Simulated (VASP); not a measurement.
# Y2Ga (Pn-3m) in VASP: a series of runs

Y2Ga is run at these levels: PBE; tasks: single point.

All numbers are computed with VASP 6.6.1; they aren't measurements. Logs are shortened: lines on timing, memory, paths and dates and some standing lists are left out, and cuts for length are marked.

## Step 1: The cell of the first run

The structure is cubic, space group Pn-3m (No. 224). The conventional cell has a = 5.434 Å, b = 5.434 Å, c = 5.434 Å, α = 90.00°, β = 90.00°, γ = 90.00°. Y (site symmetry -3m) has 2 Ga at 2.35 Å within 3.1 Å. Ga (site symmetry -43m) has 4 Y at 2.35 Å within 3.1 Å.

## Step 2: Single point, PBE

Input file INCAR:

```
SYSTEM = Y2Ga
  ALGO = Normal
  EDIFF = 1E-6
  ENCUT = 500
  GGA = PE
  GGA_COMPAT = .FALSE.
  ISIF = 2
  ISMEAR = 0
  LASPH = .TRUE.
  LCHARG = .FALSE.
  LREAL = .FALSE.
  LWAVE = .FALSE.
  NBANDS = 44
  NELM = 120
  PREC = Accurate
  SIGMA = 0.1
```

Input file KPOINTS:

```
k-points
0
G
  4 4 4
  0 0 0
```

Input file POSCAR:

```
Y2Ga
1.0
    5.4335089816      0.0000000000      0.0000000000
    0.0000000000      5.4335089816      0.0000000000
    0.0000000000      0.0000000000      5.4335089816
Y Ga
4 2
Direct
    0.2500000000      0.2500000000      0.2500000000
    0.2500000000      0.7500000000      0.7500000000
    0.7500000000      0.7500000000      0.2500000000
    0.7500000000      0.2500000000      0.7500000000
    0.0000000000      0.0000000000      0.0000000000
    0.5000000000      0.5000000000      0.5000000000
```

Potentials or basis: VASP PAW PBE potentials, release 64 (Y_sv, Ga_d).

Started as:

```bash
cat potpaw_PBE.64/Y_sv/POTCAR potpaw_PBE.64/Ga_d/POTCAR > POTCAR
mpirun -np 1 vasp_std > vasp.out
```

OUTCAR:

```text
SYSTEM = Y2Ga
   EDIFF = 1E-6
   ENCUT = 500
   GGA = PE
   ISIF = 2
   ISMEAR = 0
   LASPH = .TRUE.
   LREAL = .FALSE.
   NELM = 120
   PREC = Accurate

 ion  position               nearest neighbor table
   1  0.250  0.250  0.250-   5 2.35   6 2.35   4 3.84   2 3.84   3 3.84   2 3.84   4 3.84   2 3.84
                             3 3.84   2 3.84   3 3.84   4 3.84   4 3.84   3 3.84
   2  0.250  0.750  0.750-   5 2.35   6 2.35   4 3.84   1 3.84   3 3.84   1 3.84   3 3.84   1 3.84
                             4 3.84   1 3.84   3 3.84   4 3.84   3 3.84   4 3.84
   3  0.750  0.750  0.250-   5 2.35   6 2.35   4 3.84   1 3.84   2 3.84   2 3.84   4 3.84   1 3.84
                             4 3.84   4 3.84   1 3.84   2 3.84   2 3.84   1 3.84
   4  0.750  0.250  0.750-   5 2.35   6 2.35   3 3.84   1 3.84   2 3.84   1 3.84   3 3.84   2 3.84
                             3 3.84   3 3.84   1 3.84   2 3.84   1 3.84   2 3.84
   5  0.000  0.000  0.000-   1 2.35   2 2.35   3 2.35   4 2.35
   6  0.500  0.500  0.500-   1 2.35   2 2.35   3 2.35   4 2.35

  LATTYP: Found a simple cubic cell.
 ALAT       =     5.4335089816

  Lattice vectors:

 A1 = (   5.4335089816,   0.0000000000,   0.0000000000)
 A2 = (   0.0000000000,   5.4335089816,   0.0000000000)
 A3 = (   0.0000000000,   0.0000000000,   5.4335089816)

Analysis of symmetry for initial positions (statically):
=====================================================================
 Subroutine PRICEL returns:
 Original cell was already a primitive cell.

 Routine SETGRP: Setting up the symmetry group for a
 simple cubic supercell.

 Subroutine GETGRP returns: Found 48 space group operations
 (whereof 24 operations were pure point group operations)
 out of a pool of 48 trial point group operations.

The static configuration has the point symmetry T_d .
 The point group associated with its full space group is O_h .

Analysis of symmetry for dynamics (positions and initial velocities):
=====================================================================
 Subroutine PRICEL returns:
 Original cell was already a primitive cell.

 Routine SETGRP: Setting up the symmetry group for a
 simple cubic supercell.

 Subroutine GETGRP returns: Found 48 space group operations
 (whereof 24 operations were pure point group operations)
 out of a pool of 48 trial point group operations.

The dynamic configuration has the point symmetry T_d .
 The point group associated with its full space group is O_h .
[... 93 lines left out ...]
   LREAL  =      F    real-space projection
   EDIFFG = 0.1E-04   stopping-criterion for IOM
   NSW    =      0    number of steps for IOM
   IBRION =     -1    ionic relax: 0-MD 1-quasi-New 2-CG
   NFREE  =      0    steps in history (QN), initial steepest desc. (CG)
   ISIF   =      2    stress and relaxation
   ISYM   =      2    0-nonsym 1-usesym 2-fastsym
   POTIM  = 0.5000    time-step for ionic-motion
   TEBEG  =    0.0;   TEEND  =   0.0 temperature during run
   PSTRESS=    0.0 pullay stress
   NELECT =      70.0000    total number of electrons
   NUPDOWN=      -1.0000    fix difference up-down
   EMIN   =  10.00;   EMAX   =-10.00  energy-range for DOS
   EFERMI =   0.00;   METHOD = LEGACY
   ISMEAR =     0;   SIGMA  =   0.10  broadening in eV -4-tet -1-fermi 0-gaus
   EFERMI_NEDOS =   21; number of points for ismear=-14 and -15
   IALGO  =     38    algorithm
   IMIX   =      4    mixing-type and parameters
     AMIX     =   0.40;   BMIX     =  1.00
     AMIX_MAG =   1.60;   BMIX_MAG =  1.00
  volume/ion in A,a.u.               =      26.74       180.42
  Fermi-wavevector in a.u.,A,eV,Ry     =   1.241730  2.346529 20.978728  1.541893
  Thomas-Fermi vector in A             =   2.376115
   LORBIT       =      0    0 simple, 1 ext, 2 COOP (PROOUT), +10 PAW based schemes
   GGA     = PE    functional components
   LHFCALC =     F    Hartree Fock is set to
   AEXX    =    0.0000 exact exchange contribution
   IVDW    =     0    specifies the selected vdW correction
   LEPSILON=     F    determine dielectric tensor
   LRPA    =     F    only Hartree local field effects (RPA)
 non-spin polarized calculation
 Gauss-broadening in eV      SIGMA  =   0.10
  energy-cutoff  :      500.00
  volume of cell :      160.41
 maximum number of plane-waves:      4092
 NGX is ok and might be reduce to    40
   NGX = 19   NGY = 19   NGZ = 19

 number of electron      70.0000046 magnetization

 Free energy of the ion-electron system (eV)
  ---------------------------------------------------
  ext. energy  EPLUGINS =         0.00000000
  ---------------------------------------------------
  free energy    TOTEN  =       -23.81502223 eV

  energy without entropy =      -23.79181479  energy(sigma->0) =      -23.80341851

 E-fermi :   3.4255     XC(G=0):  -9.7614

 val. band max:        3.4043392153   @ k =   0.2500   0.2500   0.2500
 cond. band min:       3.4732223651   @ k =   0.2500   0.2500   0.0000
 fundamental gap:      0.0688831498
 Fermi energy:         3.4254518560

 k-point     1 :       0.0000    0.0000    0.0000
  band No.  band energies     occupation
      1     -38.9360      2.00000
      2     -38.8940      2.00000
      3     -38.8940      2.00000
      4     -38.8940      2.00000
      5     -19.6017      2.00000
      6     -19.3089      2.00000
[... 459 lines left out ...]
     43       7.2941      0.00000
     44       7.2942      0.00000

------------------------ aborting loop because EDIFF is reached ----------------------------------------

  FORCE on cell =-STRESS in cart. coord.  units (eV):
  Direction    XX          YY          ZZ          XY          YZ          ZX
  --------------------------------------------------------------------------------------
  -------------------------------------------------------------------------------------
  Total       24.9717858     24.9717858     24.9717858      0.0000000      0.0000000      0.0000000
  in kB      249.4129596    249.4129596    249.4129596      0.0000000      0.0000000      0.0000000
  external PRESSURE =     249.4129596 kB  Pullay stress =       0.0000000 kB

 VOLUME and BASIS-vectors are now :
 -----------------------------------------------------------------------------
  energy-cutoff  :      500.00
  volume of cell :      160.41
      direct lattice vectors                 reciprocal lattice vectors
     5.433508982  0.000000000  0.000000000     0.184043130  0.000000000  0.000000000
     0.000000000  5.433508982  0.000000000     0.000000000  0.184043130  0.000000000
     0.000000000  0.000000000  5.433508982     0.000000000  0.000000000  0.184043130

 POSITION                                       TOTAL-FORCE (eV/Angst)
 -----------------------------------------------------------------------------------
      1.35838      1.35838      1.35838         0.000000     -0.000000      0.000000
      1.35838      4.07513      4.07513         0.000000     -0.000000     -0.000000
      4.07513      4.07513      1.35838        -0.000000     -0.000000      0.000000
      4.07513      1.35838      4.07513         0.000000      0.000000     -0.000000
      0.00000      0.00000      0.00000        -0.000000      0.000000     -0.000000
      2.71675      2.71675      2.71675        -0.000000      0.000000     -0.000000
 -----------------------------------------------------------------------------------
    total drift:                                0.000000      0.000000     -0.000000

  FREE ENERGIE OF THE ION-ELECTRON SYSTEM (eV)
  ---------------------------------------------------
  free  energy   TOTEN  =       -23.8150222254 eV

  energy  without entropy=      -23.7918147928  energy(sigma->0) =      -23.80341851
```

It took 39 s on 1 thread of Intel Xeon 6975P-C (Granite Rapids), shared host; peak memory 0.27 GiB.

Results:

| Quantity | Value |
| --- | --- |
| Free energy | -23.8150 eV |
| Pressure | 24.9 GPa |
| Band gap on the k mesh | zero (bands 35 and 36 overlap by 1.06 eV) |

Caveat: the cell stands under pressure.

## Step 3: Single point, PBE

This run uses another cell than the first one, of 38.44 Å³/atom.

Input file INCAR:

```
SYSTEM = Y2Ga
ALGO = Normal ; EDIFF = 1E-6
ENCUT = 500 ; GGA = PE
GGA_COMPAT = .FALSE. ; ISIF = 2
ISMEAR = 0 ; LASPH = .TRUE.
LCHARG = .FALSE. ; LREAL = .FALSE.
LWAVE = .FALSE. ; NBANDS = 44
NELM = 120 ; PREC = Accurate
SIGMA = 0.1
```

KPOINTS is that of step 2.

POSCAR: that of step 2 with these lines changed.

```diff
@@ -2,5 +2,5 @@
 1.0
-    5.4335089816      0.0000000000      0.0000000000
-    0.0000000000      5.4335089816      0.0000000000
-    0.0000000000      0.0000000000      5.4335089816
+    6.1324880567      0.0000000000      0.0000000000
+    0.0000000000      6.1324880567      0.0000000000
+    0.0000000000      0.0000000000      6.1324880567
 Y Ga
```

Potentials or basis: VASP PAW PBE potentials, release 64 (Y_sv, Ga_d).

Started as:

```bash
cat potpaw_PBE.64/Y_sv/POTCAR potpaw_PBE.64/Ga_d/POTCAR > POTCAR
mpirun -np 1 vasp_std > vasp.out
```

OUTCAR:

```text
SYSTEM = Y2Ga
   EDIFF = 1E-6
   ENCUT = 500
   GGA = PE
   ISIF = 2
   ISMEAR = 0
   LASPH = .TRUE.
   LREAL = .FALSE.
   NELM = 120
   PREC = Accurate

 ion  position               nearest neighbor table
   1  0.250  0.250  0.250-   5 2.66   6 2.66   4 4.34   2 4.34   3 4.34   2 4.34   4 4.34   2 4.34
                             3 4.34   2 4.34   3 4.34   4 4.34   4 4.34   3 4.34
   2  0.250  0.750  0.750-   5 2.66   6 2.66   4 4.34   1 4.34   3 4.34   1 4.34   3 4.34   1 4.34
                             4 4.34   1 4.34   3 4.34   4 4.34   3 4.34   4 4.34
   3  0.750  0.750  0.250-   5 2.66   6 2.66   4 4.34   1 4.34   2 4.34   2 4.34   4 4.34   1 4.34
                             4 4.34   4 4.34   1 4.34   2 4.34   2 4.34   1 4.34
   4  0.750  0.250  0.750-   5 2.66   6 2.66   3 4.34   1 4.34   2 4.34   1 4.34   3 4.34   2 4.34
                             3 4.34   3 4.34   1 4.34   2 4.34   1 4.34   2 4.34
   5  0.000  0.000  0.000-   1 2.66   2 2.66   3 2.66   4 2.66
   6  0.500  0.500  0.500-   1 2.66   2 2.66   3 2.66   4 2.66

  LATTYP: Found a simple cubic cell.
 ALAT       =     6.1324880567

  Lattice vectors:

 A1 = (   6.1324880567,   0.0000000000,   0.0000000000)
 A2 = (   0.0000000000,   6.1324880567,   0.0000000000)
[... 176 lines left out ...]
 fundamental gap:      0.0368989663
 Fermi energy:         1.7201373216

 k-point     1 :       0.0000    0.0000    0.0000
  band No.  band energies     occupation
      1     -41.6681      2.00000
      2     -41.6615      2.00000
      3     -41.6615      2.00000
      4     -41.6615      2.00000
      5     -21.6985      2.00000
      6     -21.6985      2.00000
[... 459 lines left out ...]
     43       4.3080      0.00000
     44       4.3092      0.00000

------------------------ aborting loop because EDIFF is reached ----------------------------------------

  FORCE on cell =-STRESS in cart. coord.  units (eV):
  Direction    XX          YY          ZZ          XY          YZ          ZX
  --------------------------------------------------------------------------------------
  -------------------------------------------------------------------------------------
  Total        0.5584402      0.5584402      0.5584402      0.0000000     -0.0000000     -0.0000000
  in kB        3.8795122      3.8795122      3.8795122      0.0000000     -0.0000000     -0.0000000
  external PRESSURE =       3.8795122 kB  Pullay stress =       0.0000000 kB

 VOLUME and BASIS-vectors are now :
 -----------------------------------------------------------------------------
  energy-cutoff  :      500.00
  volume of cell :      230.63
      direct lattice vectors                 reciprocal lattice vectors
     6.132488057  0.000000000  0.000000000     0.163065951  0.000000000  0.000000000
     0.000000000  6.132488057  0.000000000     0.000000000  0.163065951  0.000000000
     0.000000000  0.000000000  6.132488057     0.000000000  0.000000000  0.163065951

 POSITION                                       TOTAL-FORCE (eV/Angst)
 -----------------------------------------------------------------------------------
      1.53312      1.53312      1.53312         0.000000     -0.000000     -0.000000
      1.53312      4.59937      4.59937        -0.000000      0.000000     -0.000000
      4.59937      4.59937      1.53312         0.000000     -0.000000      0.000000
      4.59937      1.53312      4.59937        -0.000000      0.000000      0.000000
      0.00000      0.00000      0.00000         0.000000     -0.000000      0.000000
      3.06624      3.06624      3.06624        -0.000000      0.000000     -0.000000
 -----------------------------------------------------------------------------------
    total drift:                               -0.000000     -0.000000      0.000000

  FREE ENERGIE OF THE ION-ELECTRON SYSTEM (eV)
  ---------------------------------------------------
  free  energy   TOTEN  =       -28.0099744126 eV

  energy  without entropy=      -27.9811557616  energy(sigma->0) =      -27.99556509
```

stdout:

```text
POSCAR found type information on POSCAR Y Ga
 POSCAR found :  2 types and       6 ions
 scaLAPACK will be used
 LDA part: xc-table for (Slater+PW92), standard interpolation
 POSCAR, INCAR and KPOINTS ok, starting setup
 FFT: planning ... GRIDC
 FFT: planning ... GRID_SOFT
 FFT: planning ... GRID
 WAVECAR not read
 entering main loop
```

Run time: 61 s. Hardware: 1 thread of Intel Xeon 6975P-C (Granite Rapids), shared host; peak memory 0.36 GiB.

What came out:

```yaml
Free_energy: -28.0100 eV
Pressure: 0.4 GPa
Band_gap_on_the_k_mesh: zero (bands 35 and 36 overlap by 0.86 eV)
```
